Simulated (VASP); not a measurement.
# CO2 (Pbca) in VASP: notebook, part 2 of 2

VASP 6.6.1. Earlier steps stand in the parts before.

## Step 4: Single point, PBE (17.34 Å³/atom)

This run uses another cell than the first one, of 17.34 Å³/atom.

File INCAR:

```
ALGO     = Normal         # electronic algorithm
EDIFF    = 1E-7           # SCF threshold, eV
ENCUT    = 520            # plane-wave cutoff, eV
GGA      = PE             # functional
ISIF     = 2              # what is computed and relaxed
ISMEAR   = 0              # smearing method
LASPH    = T              # aspherical terms in the spheres
LCHARG   = F              # write CHGCAR
LREAL    = F              # projectors in reciprocal space
LWAVE    = F              # write WAVECAR
NBANDS   = 44             # bands
NELM     = 80             # most SCF steps
PREC     = Accurate       # precision mode
SIGMA    = 0.05           # smearing width, eV
```

File KPOINTS:

```
k-points
0
Gamma
  4 4 4
```

File POSCAR:

```
CO2
1.0
    5.8311571288      0.0000000000      0.0000000000
    0.0000000000      5.8311571288      0.0000000000
    0.0000000000      0.0000000000      6.1192162910
C O
4 8
Direct
    0.0000000000      0.0000000000      0.0000000000
    0.5000000000      0.0000000000      0.5000000000
    0.5000000000      0.5000000000      0.0000000000
    0.0000000000      0.5000000000      0.5000000000
    0.1114834447      0.1114834447      0.1114834447
    0.3885165553      0.8885165553      0.6114834447
    0.6114834447      0.3885165553      0.8885165553
    0.8885165553      0.6114834447      0.3885165553
    0.8885165553      0.8885165553      0.8885165553
    0.6114834447      0.1114834447      0.3885165553
    0.3885165553      0.6114834447      0.1114834447
    0.1114834447      0.3885165553      0.6114834447
```

Potentials or basis: VASP PAW PBE potentials, release 64 (C, O).

Launch:

```
cat potpaw_PBE.64/C/POTCAR potpaw_PBE.64/O/POTCAR > POTCAR
mpirun -np 1 vasp_std > vasp.out
```

OUTCAR:

```text
EDIFF = 1E-7
   ENCUT = 520
   GGA = PE
   ISIF = 2
   ISMEAR = 0
   LASPH = T
   LREAL = F
   NELM = 80
   PREC = Accurate

 ion  position               nearest neighbor table
   1  0.000  0.000  0.000-   5 1.14   9 1.14
   2  0.500  0.000  0.500-   6 1.14  10 1.14
   3  0.500  0.500  0.000-   7 1.14  11 1.14
   4  0.000  0.500  0.500-   8 1.14  12 1.14
   5  0.111  0.111  0.111-   1 1.14
   6  0.389  0.889  0.611-   2 1.14
   7  0.611  0.389  0.889-   3 1.14
   8  0.889  0.611  0.389-   4 1.14
   9  0.889  0.889  0.889-   1 1.14
  10  0.611  0.111  0.389-   2 1.14
  11  0.389  0.611  0.111-   3 1.14
  12  0.111  0.389  0.611-   4 1.14

  LATTYP: Found a simple tetragonal cell.
 ALAT       =     5.8311571288
 C/A-ratio  =     1.0494000000

  Lattice vectors:

 A1 = (   5.8311571288,   0.0000000000,   0.0000000000)
 A2 = (   0.0000000000,   5.8311571288,   0.0000000000)
 A3 = (   0.0000000000,   0.0000000000,   6.1192162910)

Analysis of symmetry for initial positions (statically):
=====================================================================
 Subroutine PRICEL returns:
 Original cell was already a primitive cell.

 Routine SETGRP: Setting up the symmetry group for a
 simple tetragonal supercell.

 Subroutine GETGRP returns: Found  8 space group operations
 (whereof  2 operations were pure point group operations)
 out of a pool of 16 trial point group operations.

The static configuration has the point symmetry S_2 .
 The point group associated with its full space group is D_2h.

Analysis of symmetry for dynamics (positions and initial velocities):
=====================================================================
 Subroutine PRICEL returns:
[... 155 lines left out ...]
   GGA     = PE    functional components
   LHFCALC =     F    Hartree Fock is set to
   AEXX    =    0.0000 exact exchange contribution
   IVDW    =     0    specifies the selected vdW correction
   LEPSILON=     F    determine dielectric tensor
   LRPA    =     F    only Hartree local field effects (RPA)
 non-spin polarized calculation
 Gauss-broadening in eV      SIGMA  =   0.05
  energy-cutoff  :      520.00
  volume of cell :      208.07
 maximum number of plane-waves:      5656
 NGX is ok and might be reduce to    48
   NGX = 21   NGY = 21   NGZ = 23

 number of electron      64.0000000 magnetization

 Free energy of the ion-electron system (eV)
  ---------------------------------------------------
  ext. energy  EPLUGINS =         0.00000000
  ---------------------------------------------------
  free energy    TOTEN  =       -91.85301190 eV

  energy without entropy =      -91.85301190  energy(sigma->0) =      -91.85301190

 E-fermi :  -4.3230     XC(G=0):  -7.1054

 val. band max:       -4.5422888410   @ k =   0.0000   0.0000   0.0000
 cond. band min:       2.2605922692   @ k =   0.0000   0.0000   0.0000
 fundamental gap:      6.8028811102
 Fermi energy:        -4.3229650917

 k-point     1 :       0.0000    0.0000    0.0000
  band No.  band energies     occupation
      1     -25.2569      2.00000
      2     -25.1627      2.00000
      3     -25.1512      2.00000
      4     -25.1501      2.00000
      5     -24.2019      2.00000
      6     -24.1929      2.00000
[... 1117 lines left out ...]
     43       5.8291      0.00000
     44       5.8291      0.00000

 [... further k-points ...]

------------------------ aborting loop because EDIFF is reached ----------------------------------------

  FORCE on cell =-STRESS in cart. coord.  units (eV):
  Direction    XX          YY          ZZ          XY          YZ          ZX
  --------------------------------------------------------------------------------------
  -------------------------------------------------------------------------------------
  Total       10.3246106     10.3434998     11.1040645      0.0000000      0.0000000      0.0000000
  in kB       79.5021675     79.6476193     85.5041641      0.0000000      0.0000000      0.0000000
  external PRESSURE =      81.5513170 kB  Pullay stress =       0.0000000 kB

 VOLUME and BASIS-vectors are now :
 -----------------------------------------------------------------------------
  energy-cutoff  :      520.00
  volume of cell :      208.07
      direct lattice vectors                 reciprocal lattice vectors
     5.831157129  0.000000000  0.000000000     0.171492549  0.000000000  0.000000000
     0.000000000  5.831157129  0.000000000     0.000000000  0.171492549  0.000000000
     0.000000000  0.000000000  6.119216291     0.000000000  0.000000000  0.163419620

 POSITION                                       TOTAL-FORCE (eV/Angst)
 -----------------------------------------------------------------------------------
      0.00000      0.00000      0.00000         0.000000      0.000000      0.000000
      2.91558      0.00000      3.05961         0.000000      0.000000      0.000000
      2.91558      2.91558      0.00000         0.000000      0.000000      0.000000
      0.00000      2.91558      3.05961         0.000000      0.000000      0.000000
      0.65008      0.65008      0.68219         1.994440      2.002507      2.088259
      2.26550      5.18108      3.74180        -1.994440     -2.002507      2.088259
      3.56566      2.26550      5.43702         1.994440     -2.002507     -2.088259
      5.18108      3.56566      2.37742        -1.994440      2.002507     -2.088259
      5.18108      5.18108      5.43702        -1.994440     -2.002507     -2.088259
      3.56566      0.65008      2.37742         1.994440      2.002507     -2.088259
      2.26550      3.56566      0.68219        -1.994440      2.002507      2.088259
      0.65008      2.26550      3.74180         1.994440     -2.002507      2.088259
 -----------------------------------------------------------------------------------
    total drift:                                0.000000      0.000000      0.000000

  FREE ENERGIE OF THE ION-ELECTRON SYSTEM (eV)
  ---------------------------------------------------
  free  energy   TOTEN  =       -91.8530118956 eV

  energy  without entropy=      -91.8530118956  energy(sigma->0) =      -91.85301190
```

OSZICAR:

```text
N       E                     dE             d eps       ncg     rms          rms(c)
DAV:   1     0.435295820076E+03    0.43530E+03   -0.32875E+04  2416   0.130E+03
DAV:   2    -0.642526896249E+02   -0.49955E+03   -0.48815E+03  3108   0.315E+02
DAV:   3    -0.985982623469E+02   -0.34346E+02   -0.34121E+02  2872   0.872E+01
DAV:   4    -0.990522226578E+02   -0.45396E+00   -0.45161E+00  2784   0.111E+01
DAV:   5    -0.990602037897E+02   -0.79811E-02   -0.79786E-02  2760   0.143E+00    0.200E+01
DAV:   6    -0.924489485945E+02    0.66113E+01   -0.19530E+01  2716   0.228E+01    0.914E+00
DAV:   7    -0.919717325293E+02    0.47722E+00   -0.10225E+00  2668   0.519E+00    0.508E+00
DAV:   8    -0.918673075072E+02    0.10443E+00   -0.76846E-01  2712   0.412E+00    0.115E+00
DAV:   9    -0.918517144149E+02    0.15593E-01   -0.66251E-02  2628   0.137E+00    0.429E-01
DAV:  10    -0.918526605093E+02   -0.94609E-03   -0.98376E-03  2892   0.462E-01    0.861E-02
DAV:  11    -0.918529521703E+02   -0.29166E-03   -0.31185E-04  2552   0.996E-02    0.379E-02
DAV:  12    -0.918530114375E+02   -0.59267E-04   -0.65987E-05  2824   0.420E-02    0.485E-03
DAV:  13    -0.918530119764E+02   -0.53889E-06   -0.13065E-06  2792   0.695E-03    0.161E-03
DAV:  14    -0.918530118956E+02    0.80887E-07   -0.15945E-07  1940   0.251E-03
   1 F= -.91853012E+02 E0= -.91853012E+02  d E =-.206511E-11
```

Run time: 2.3 min. Hardware: 1 thread of Intel Xeon 6975P-C (Granite Rapids), shared host; peak memory 0.4 GiB.

Results:

- Free energy: -91.8530 eV
- Pressure: 8.2 GPa
- Largest force: 3.514 eV/Å
- Band gap on the k mesh: 6.80 eV

Forces on the atoms (eV/Å):
```
C    0.000  0.000  0.000
C    0.000  0.000  0.000
C    0.000  0.000  0.000
C    0.000  0.000  0.000
O    1.994  2.003  2.088
O   -1.994 -2.003  2.088
O    1.994 -2.003 -2.088
O   -1.994  2.003 -2.088
O   -1.994 -2.003 -2.088
O    1.994  2.003 -2.088
O   -1.994  2.003  2.088
O    1.994 -2.003  2.088
```

Caveat: the cell stands under pressure; this functional lacks dispersion, which holds the molecules together, so the pressure and a relaxed volume are unreliable; forces of over 1 eV/Å act on the atoms, so gaps and moduli don't describe the material at rest.

## Step 5: Single point, PBE (17.34 Å³/atom)

This run uses another cell than the first one, of 17.34 Å³/atom.

File INCAR:

```
SYSTEM = CO2
  PREC = Accurate
  ENCUT = 520
  EDIFF = 1E-6
  ISMEAR = 0
  SIGMA = 0.05
  LREAL = .FALSE.
  LASPH = .TRUE.
  NELM = 80
  ALGO = Normal
  ISIF = 2
  LWAVE = .FALSE.
  LCHARG = .FALSE.
  GGA = PE
  NBANDS = 44
```

File KPOINTS:

```
regular mesh
0
G
  4 4 4
  0 0 0
```

Edit POSCAR of step 4 so:

```diff
@@ -2,5 +2,5 @@
 1.0
-    5.8311571288      0.0000000000      0.0000000000
-    0.0000000000      5.8311571288      0.0000000000
-    0.0000000000      0.0000000000      6.1192162910
+    5.7380793695      0.0000000000      0.0000000000
+    0.0000000000      5.7380793695      0.0000000000
+    0.0000000000      0.0000000000      6.3193468096
 C O
```

Launch:

```
cat potpaw_PBE.64/C/POTCAR potpaw_PBE.64/O/POTCAR > POTCAR
mpirun -np 1 vasp_std > vasp.out
```

It took 2.2 min on 1 thread of Intel Xeon 6975P-C (Granite Rapids), shared host; peak memory 0.4 GiB.

Results (log left out):

| Item | Value |
| --- | --- |
| Free energy | -91.8894 eV |
| Pressure | 7.7 GPa |
| Largest force | 3.282 eV/Å |
| Band gap on the k mesh | 6.75 eV |

Forces on the atoms (eV/Å):
```
C    0.000  0.000  0.000
C    0.000  0.000  0.000
C    0.000  0.000  0.000
C    0.000  0.000  0.000
O    1.829  1.846  2.005
O   -1.829 -1.846  2.005
O    1.829 -1.846 -2.005
O   -1.829  1.846 -2.005
O   -1.829 -1.846 -2.005
O    1.829  1.846 -2.005
O   -1.829  1.846  2.005
O    1.829 -1.846  2.005
```

Stress tensor (GPa, compression positive):
```
7.27 0.00 0.00
0.00 7.33 0.00
0.00 0.00 8.40
```

Levels at points of the mesh, in eV from the valence-band top:
| k point | band 30 | band 31 | band 32 | band 33 | band 34 | band 35 |
| --- | --- | --- | --- | --- | --- | --- |
| (0.00, 0.00, 0.00) | -0.17 | -0.13 | 0.00 | 6.75 | 8.43 | 8.54 |
| (0.50, 0.00, 0.00) | -0.24 | -0.13 | -0.13 | 8.18 | 8.18 | 8.51 |
| (0.00, 0.50, 0.00) | -0.24 | -0.12 | -0.12 | 8.18 | 8.18 | 8.39 |
| (0.50, 0.50, 0.00) | -0.23 | -0.23 | -0.23 | 8.39 | 8.39 | 8.39 |
| (0.00, 0.00, 0.50) | -0.27 | -0.08 | -0.08 | 7.92 | 7.92 | 8.43 |
| (0.50, 0.00, 0.50) | -0.22 | -0.22 | -0.22 | 8.42 | 8.42 | 8.42 |
| (0.00, 0.50, 0.50) | -0.23 | -0.23 | -0.23 | 8.39 | 8.39 | 8.39 |
| (0.50, 0.50, 0.50) | -0.22 | -0.22 | -0.22 | 8.49 | 8.49 | 8.49 |

Caveat: the cell stands under pressure; this functional lacks dispersion, which holds the molecules together, so the pressure and a relaxed volume are unreliable; forces of over 1 eV/Å act on the atoms, so gaps and moduli don't describe the material at rest. As with any semilocal functional, this PBE gap is likely too small.

## Step 6: Overview

```csv
cell,gap on the mesh (eV),pressure (GPa),largest force (eV/Å)
"a = 6.000, b = 6.000, c = 5.581 Å, 12 atoms",6.90,12.4,5.15
"a = 6.119, b = 6.119, c = 5.556 Å, 12 atoms",6.75,7.7,3.30
"a = 5.831, b = 5.831, c = 6.119 Å, 12 atoms",6.80,8.2,3.51
"a = 5.738, b = 5.738, c = 6.319 Å, 12 atoms",6.75,7.7,3.28
```

Alike in all rows: task single point; level PBE; potentials or basis VASP PAW PBE potentials, release 64 (C, O); no spin polarisation; k mesh 4 × 4 × 4; cutoff (eV) 520; smearing gaussian 0.05 eV.

Caveats: the cell stands under pressure; this functional lacks dispersion, which holds the molecules together, so the pressure and a relaxed volume are unreliable; forces of over 1 eV/Å act on the atoms, so gaps and moduli don't describe the material at rest.

Absolute energies hang on the potentials; compare differences alone.
